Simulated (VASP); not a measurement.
# Pd (Fm-3m) in VASP: further runs

Runs on Pd. Level: PBEsol. Tasks: single point.

Program: VASP 6.6.1. These are calculated values, not measurements. Logs are shortened: lines on timing, memory, paths and dates and some standing lists are left out, and cuts for length are marked.

**1. The cell of the first run**

Symmetry: Fm-3m, No. 225, cubic system. Conventional cell: a = 3.968 Å, b = 3.968 Å, c = 3.968 Å, α = 90.00°, β = 90.00°, γ = 90.00°. Within 3.7 Å of Pd (site symmetry m-3m) lie 12 Pd at 2.81 Å.

**2. Single point, PBEsol (strained)**

INCAR reads:

```
ALGO     = Normal         # electronic algorithm
EDIFF    = 1E-6           # SCF threshold, eV
ENCUT    = 500            # plane-wave cutoff, eV
GGA      = PS             # functional
GGA_COMPAT= F            
ISIF     = 2              # what is computed and relaxed
ISMEAR   = 0              # smearing method
LASPH    = T              # aspherical terms in the spheres
LCHARG   = T              # write CHGCAR
LELF     = T              # ELF
LREAL    = F              # projectors in reciprocal space
LVHAR    = T            
LWAVE    = F              # write WAVECAR
NBANDS   = 11             # bands
NELM     = 120            # most SCF steps
PREC     = Accurate       # precision mode
SIGMA    = 0.1            # smearing width, eV
```

KPOINTS reads:

```
k-points
0
Gamma
  18 18 18
```

POSCAR reads:

```
Pd
1.0
    0.0000000000      1.9840508370      1.9840508370
    1.9840508370      0.0000000000      1.9840508370
    1.9840508370      1.9840508370      0.0000000000
Pd
1
Direct
    0.0000000000      0.0000000000      0.0000000000
```

Potentials or basis: VASP PAW PBE potentials, release 64 (Pd).

The run is started by

```bash
$ cat potpaw_PBE.64/Pd/POTCAR > POTCAR
$ mpirun -np 1 vasp_std > vasp.out
```

OUTCAR:

```text
EDIFF = 1E-6
   ENCUT = 500
   GGA = PS
   ISIF = 2
   ISMEAR = 0
   LASPH = T
   LREAL = F
   NELM = 120
   PREC = Accurate

 ion  position               nearest neighbor table
   1  0.000  0.000  0.000-

  LATTYP: Found a face centered cubic cell.
 ALAT       =     3.9681016740

  Lattice vectors:

 A1 = (   0.0000000000,   1.9840508370,   1.9840508370)
 A2 = (   1.9840508370,   0.0000000000,   1.9840508370)
 A3 = (   1.9840508370,   1.9840508370,   0.0000000000)

Analysis of symmetry for initial positions (statically):
=====================================================================
 Subroutine PRICEL returns:
 Original cell was already a primitive cell.

 Routine SETGRP: Setting up the symmetry group for a
 face centered cubic supercell.

 Subroutine GETGRP returns: Found 48 space group operations
 (whereof 48 operations were pure point group operations)
 out of a pool of 48 trial point group operations.

The static configuration has the point symmetry O_h .

Analysis of symmetry for dynamics (positions and initial velocities):
=====================================================================
 Subroutine PRICEL returns:
 Original cell was already a primitive cell.

 Routine SETGRP: Setting up the symmetry group for a
 face centered cubic supercell.

 Subroutine GETGRP returns: Found 48 space group operations
 (whereof 48 operations were pure point group operations)
 out of a pool of 48 trial point group operations.

The dynamic configuration has the point symmetry O_h .

 Subroutine INISYM returns: Found 48 space group operations
 (whereof 48 operations are pure point group operations),
 and found     1 'primitive' translations

----------------------------------------------------------------------------------------

                                     Primitive cell

  volume of cell :      15.6203

  direct lattice vectors                    reciprocal lattice vectors
     0.000000000  1.984050837  1.984050837    -0.252009672  0.252009672  0.252009672
     1.984050837  0.000000000  1.984050837     0.252009672 -0.252009672  0.252009672
     1.984050837  1.984050837  0.000000000     0.252009672  0.252009672 -0.252009672

  length of vectors
     2.805871602  2.805871602  2.805871602     0.436493555  0.436493555  0.436493555

  position of ions in fractional coordinates (direct lattice)
     0.000000000  0.000000000  0.000000000

  ion indices of the primitive-cell ions
   primitive index   ion index
                 1           1

----------------------------------------------------------------------------------------

 KPOINTS: k-points

Automatic generation of k-mesh.
 Grid dimensions read from file:
 generate k-points for:   18   18   18

 Generating k-lattice:

  Cartesian coordinates                     Fractional coordinates (reciprocal lattice)
    -0.014000537  0.014000537  0.014000537     0.055555556  0.000000000  0.000000000
     0.014000537 -0.014000537  0.014000537     0.000000000  0.055555556  0.000000000
     0.014000537  0.014000537 -0.014000537     0.000000000  0.000000000  0.055555556

  Length of vectors
     0.024249642  0.024249642  0.024249642

  Shift w.r.t. Gamma in fractional coordinates (k-lattice)
     0.000000000  0.000000000  0.000000000

 Subroutine IBZKPT returns following result:
 ===========================================

 Found    195 irreducible k-points:

 Following reciprocal coordinates:
            Coordinates               Weight
  0.000000  0.000000  0.000000      1.000000
  0.055556  0.000000  0.000000      8.000000
  0.111111  0.000000  0.000000      8.000000
  0.166667  0.000000  0.000000      8.000000
  0.222222  0.000000  0.000000      8.000000
  0.277778  0.000000  0.000000      8.000000
[... 16 lines left out ...]
 -0.277778  0.055556  0.000000     24.000000
 -0.222222  0.055556  0.000000     24.000000
 [... further k-points ...]
   k-points           NKPTS =    195   k-points in BZ     NKDIM =    195   number of bands    NBANDS=     11
   number of dos      NEDOS =    301   number of ions     NIONS =      1
   total plane-waves  NPLWV =   8000
   dimension x,y,z NGX =    20 NGY =   20 NGZ =   20
   dimension x,y,z NGXF=    40 NGYF=   40 NGZF=   40
   ions per type =               1
   NGX,Y,Z   is equivalent  to a cutoff of  11.85, 11.85, 11.85 a.u.
   NGXF,Y,Z  is equivalent  to a cutoff of  23.70, 23.70, 23.70 a.u.
 SYSTEM =  unknown system
   PREC   = accura    normal or accurate (medium, high low for compatibility)
   ISTART =      0    job   : 0-new  1-cont  2-samecut
   ICHARG =      2    charge: 1-file 2-atom 10-const
   ISPIN  =      1    spin polarized calculation?
   LNONCOLLINEAR =      F non collinear calculations
   LSORBIT =      F    spin-orbit coupling
   LASPH  =      T    aspherical Exc in radial PAW
   ENCUT  =  500.0 eV  36.75 Ry    6.06 a.u.   5.12  5.12  5.12*2*pi/ulx,y,z
   NELM   =    120;   NELMIN=  2; NELMDL= -5     # of ELM steps
   EDIFF  = 0.1E-05   stopping-criterion for ELM
   LREAL  =      F    real-space projection
   EDIFFG = 0.1E-04   stopping-criterion for IOM
   NSW    =      0    number of steps for IOM
   IBRION =     -1    ionic relax: 0-MD 1-quasi-New 2-CG
   NFREE  =      0    steps in history (QN), initial steepest desc. (CG)
   ISIF   =      2    stress and relaxation
   ISYM   =      2    0-nonsym 1-usesym 2-fastsym
   POTIM  = 0.5000    time-step for ionic-motion
   TEBEG  =    0.0;   TEEND  =   0.0 temperature during run
   PSTRESS=    0.0 pullay stress
   NELECT =      10.0000    total number of electrons
   NUPDOWN=      -1.0000    fix difference up-down
   EMIN   =  10.00;   EMAX   =-10.00  energy-range for DOS
   EFERMI =   0.00;   METHOD = LEGACY
   ISMEAR =     0;   SIGMA  =   0.10  broadening in eV -4-tet -1-fermi 0-gaus
   EFERMI_NEDOS =   21; number of points for ismear=-14 and -15
   IALGO  =     38    algorithm
   IMIX   =      4    mixing-type and parameters
     AMIX     =   0.40;   BMIX     =  1.00
     AMIX_MAG =   1.60;   BMIX_MAG =  1.00
  volume/ion in A,a.u.               =      15.62       105.41
  Fermi-wavevector in a.u.,A,eV,Ry     =   1.410951  2.666311 27.086256  1.990784
  Thomas-Fermi vector in A             =   2.532853
   LORBIT       =      0    0 simple, 1 ext, 2 COOP (PROOUT), +10 PAW based schemes
   GGA     = PS    functional components
   LHFCALC =     F    Hartree Fock is set to
   AEXX    =    0.0000 exact exchange contribution
   IVDW    =     0    specifies the selected vdW correction
   LEPSILON=     F    determine dielectric tensor
   LRPA    =     F    only Hartree local field effects (RPA)
 non-spin polarized calculation
 Gauss-broadening in eV      SIGMA  =   0.10
  energy-cutoff  :      500.00
  volume of cell :       15.62
 maximum number of plane-waves:       411
   NGX = 11   NGY = 11   NGZ = 11

 number of electron      10.0000000 magnetization

 number of electron       9.9999998 magnetization

 Free energy of the ion-electron system (eV)
  ---------------------------------------------------
  ext. energy  EPLUGINS =         0.00000000
  ---------------------------------------------------
  free energy    TOTEN  =        -5.92474037 eV

  energy without entropy =       -5.91206641  energy(sigma->0) =       -5.91840339

 E-fermi :   8.6782     XC(G=0): -13.0270

 val. band max:        8.6771544105   @ k =   0.4444   0.1667   0.0000
 cond. band min:       8.6817355687   @ k =  -0.3889   0.3889   0.0556
 fundamental gap:      0.0045811582
 Fermi energy:         8.6782132564

 k-point     1 :       0.0000    0.0000    0.0000
  band No.  band energies     occupation
      1       1.8797      2.00000
      2       6.0767      2.00000
      3       6.0767      2.00000
      4       6.0767      2.00000
      5       7.5639      2.00000
      6       7.5639      2.00000
      7      25.7647      0.00000
      8      30.2091      0.00000
      9      30.2091      0.00000
     10      30.2091      0.00000
     11      34.8561      0.00000

 k-point     2 :       0.0556    0.0000    0.0000
  band No.  band energies     occupation
      1       1.9867      2.00000
      2       6.0402      2.00000
      3       6.1129      2.00000
      4       6.1129      2.00000
      5       7.5469      2.00000
      6       7.5469      2.00000
      7      25.8661      0.00000
      8      29.4476      0.00000
      9      30.3201      0.00000
     10      30.3201      0.00000
     11      35.0434      0.00000

 k-point     3 :       0.1111    0.0000    0.0000
  band No.  band energies     occupation
      1       2.2968      2.00000
      2       5.9486      2.00000
      3       6.2076      2.00000
      4       6.2076      2.00000
      5       7.5114      2.00000
      6       7.5114      2.00000
      7      26.0570      0.00000
      8      27.9350      0.00000
      9      30.6311      0.00000
     10      30.6311      0.00000
     11      35.2623      0.00000

 k-point     4 :       0.1667    0.0000    0.0000
  band No.  band energies     occupation
      1       2.7687      2.00000
      2       5.8612      2.00000
      3       6.3141      2.00000
      4       6.3141      2.00000
      5       7.5068      2.00000
      6       7.5068      2.00000
      7      25.4662      0.00000
      8      26.9589      0.00000
      9      31.0654      0.00000
     10      31.0654      0.00000
     11      34.1854      0.00000

 k-point     5 :       0.2222    0.0000    0.0000
  band No.  band energies     occupation
      1       3.2987      2.00000
      2       5.9015      2.00000
      3       6.3616      2.00000
      4       6.3616      2.00000
      5       7.6043      2.00000
      6       7.6043      2.00000
      7      23.6612      0.00000
      8      26.8286      0.00000
      9      31.4370      0.00000
     10      31.4370      0.00000
     11      33.7388      0.00000
[... 211 lines left out ...]
 k-point    21 :      -0.3889    0.0556    0.0000
  band No.  band energies     occupation
      1       3.8913      2.00000
      2       6.0687      2.00000
      3       6.1543      2.00000
      4       7.8235      2.00000
      5       8.3457      2.00000
      6       9.3491      0.00000
      7      17.1601      0.00000
      8      25.4124      0.00000
      9      28.6182      0.00000
     10      29.9624      0.00000
     11      34.7670      0.00000

 k-point    22 :      -0.3333    0.0556    0.0000
  band No.  band energies     occupation
      1       3.9231      2.00000
      2       6.1631      2.00000
      3       6.2398      2.00000
      4       7.1158      2.00000
      5       8.0418      2.00000
      6       8.7130      0.62319
      7      18.9932      0.00000
      8      25.7958      0.00000
      9      29.0452      0.00000
     10      31.0723      0.00000
     11      34.0960      0.00000

 k-point    23 :      -0.2778    0.0556    0.0000
  band No.  band energies     occupation
      1       3.8528      2.00000
      2       6.2088      2.00000
      3       6.3414      2.00000
      4       6.4084      2.00000
      5       7.7182      2.00000
      6       8.2696      2.00000
      7      21.0111      0.00000
      8      26.2593      0.00000
      9      29.6342      0.00000
     10      32.4231      0.00000
     11      33.2105      0.00000

 k-point    24 :      -0.2222    0.0556    0.0000
  band No.  band energies     occupation
      1       3.5438      2.00000
      2       5.8634      2.00000
      3       6.3796      2.00000
      4       6.4115      2.00000
      5       7.4565      2.00000
      6       7.9347      2.00000
      7      23.0593      0.00000
      8      26.6455      0.00000
      9      30.1200      0.00000
     10      32.6382      0.00000
     11      32.9048      0.00000

 [... further k-points ...]
[... 5 lines left out ...]
  --------------------------------------------------------------------------------------
  -------------------------------------------------------------------------------------
  Total       -1.1884064     -1.1884064     -1.1884064      0.0000000      0.0000000      0.0000000
  in kB     -121.8953572   -121.8953572   -121.8953572      0.0000000      0.0000000      0.0000000
  external PRESSURE =    -121.8953572 kB  Pullay stress =       0.0000000 kB

 VOLUME and BASIS-vectors are now :
 -----------------------------------------------------------------------------
  energy-cutoff  :      500.00
  volume of cell :       15.62
      direct lattice vectors                 reciprocal lattice vectors
     0.000000000  1.984050837  1.984050837    -0.252009672  0.252009672  0.252009672
     1.984050837  0.000000000  1.984050837     0.252009672 -0.252009672  0.252009672
     1.984050837  1.984050837  0.000000000     0.252009672  0.252009672 -0.252009672

 POSITION                                       TOTAL-FORCE (eV/Angst)
 -----------------------------------------------------------------------------------
      0.00000      0.00000      0.00000         0.000000     -0.000000      0.000000
 -----------------------------------------------------------------------------------
    total drift:                                0.000000     -0.000000      0.000000

  FREE ENERGIE OF THE ION-ELECTRON SYSTEM (eV)
  ---------------------------------------------------
  free  energy   TOTEN  =        -5.9247403739 eV

  energy  without entropy=       -5.9120664075  energy(sigma->0) =       -5.91840339
```

It took 9.7 s on 1 thread of Intel Xeon 6975P-C (Granite Rapids), shared host; peak memory 0.14 GiB.

Results:

* Free energy: -5.9247 eV
* Pressure: -12.2 GPa
* Band gap on the k mesh: zero (band 5 reaches 8.94 eV, above the bottom of band 6 at 7.51 eV)

Caveat: the cell differs from its parent crystal (strained); the PAW data sets were made with another functional, which shifts forces and pressure a little.

**3. Single point, PBEsol (strained)**

INCAR reads:

```
ALGO = Normal
EDIFF = 1E-6
ENCUT = 500
GGA = PS
GGA_COMPAT = F
ISIF = 2
ISMEAR = 0
LASPH = T
LCHARG = T
LELF = T
LREAL = F
LVHAR = T
LWAVE = F
NBANDS = 11
NELM = 120
PREC = Accurate
SIGMA = 0.1
```

KPOINTS is that of step 2.

POSCAR reads:

```
Pd
1.0
    0.0000000000      1.9897299450      1.9897299450
    1.9897299450      0.0000000000      1.9897299450
    1.9897299450      1.9897299450      0.0000000000
Pd
1
Direct
    0.0000000000      0.0000000000      0.0000000000
```

Potentials or basis: VASP PAW PBE potentials, release 64 (Pd).

The run is started by

```bash
$ cat potpaw_PBE.64/Pd/POTCAR > POTCAR
$ mpirun -np 1 vasp_std > vasp.out
```

It took 9.8 s on 1 thread of Intel Xeon 6975P-C (Granite Rapids), shared host; peak memory 0.16 GiB.

The run converged. Its results:

```
Free energy            : -5.9141 eV
Pressure               : -13.3 GPa
Band gap on the k mesh : zero (band 5 reaches 8.80 eV, above the bottom of band 6 at 7.39 eV)
```

Levels at points of the mesh, in eV from the Fermi level:
```csv
k point,band 1,band 2,band 3,band 4,band 5,band 6,band 7,band 8,band 9,band 10
"(0.00, 0.00, 0.00)",-6.73,-2.57,-2.57,-2.57,-1.10,-1.10,17.08,21.47,21.47,21.47
"(0.50, 0.00, 0.00)",-4.84,-2.60,-2.60,-0.02,-0.02,1.07,6.76,16.42,20.36,20.36
"(0.50, 0.50, 0.00)",-4.88,-4.62,-0.04,0.26,0.26,3.26,10.05,12.76,12.76,20.54
```

Caveat: the cell differs from its parent crystal (strained); the PAW data sets were made with another functional, which shifts forces and pressure a little.

**4. Single point, PBEsol (strained)**

INCAR reads:

```
SYSTEM = Pd
PREC = Accurate
ENCUT = 500
EDIFF = 1E-6
ISMEAR = 0
SIGMA = 0.1
LREAL = .False.
LASPH = .True.
NELM = 120
ALGO = Normal
ISIF = 2
LWAVE = .False.
LCHARG = .False.
GGA = PS
NBANDS = 11
GGA_COMPAT = .False.
```

KPOINTS reads:

```
regular mesh
0
Gamma
  18 18 18
  0 0 0
```

POSCAR reads:

```
Pd
1.0
    0.0000000000      1.9899244350      1.9899244350
    1.9899244350      0.0000000000      1.9899244350
    1.9899244350      1.9899244350      0.0000000000
Pd
1
Direct
    0.0000000000      0.0000000000      0.0000000000
```

The run is started by

```bash
$ cat potpaw_PBE.64/Pd/POTCAR > POTCAR
$ mpirun -np 1 vasp_std > vasp.out
```

Run time: 9.5 s. Hardware: 1 thread of Intel Xeon 6975P-C (Granite Rapids), shared host; peak memory 0.16 GiB.

The run converged. Its results:

```
Free energy            : -5.9137 eV
Pressure               : -13.3 GPa
Band gap on the k mesh : zero (band 5 reaches 8.79 eV, above the bottom of band 6 at 7.38 eV)
```

Levels at points of the mesh, in eV from the Fermi level:
| k point | band 2 | band 3 | band 4 | band 5 | band 6 | band 7 | band 8 | band 9 |
| --- | --- | --- | --- | --- | --- | --- | --- | --- |
| (0.00, 0.00, 0.00) | -2.56 | -2.56 | -2.56 | -1.10 | -1.10 | 17.08 | 21.47 | 21.47 |
| (0.50, 0.00, 0.00) | -2.60 | -2.60 | -0.02 | -0.02 | 1.07 | 6.76 | 16.42 | 20.36 |
| (0.50, 0.50, 0.00) | -4.62 | -0.04 | 0.26 | 0.26 | 3.26 | 10.05 | 12.75 | 12.75 |

Caveat: the cell differs from its parent crystal (strained); the PAW data sets were made with another functional, which shifts forces and pressure a little.
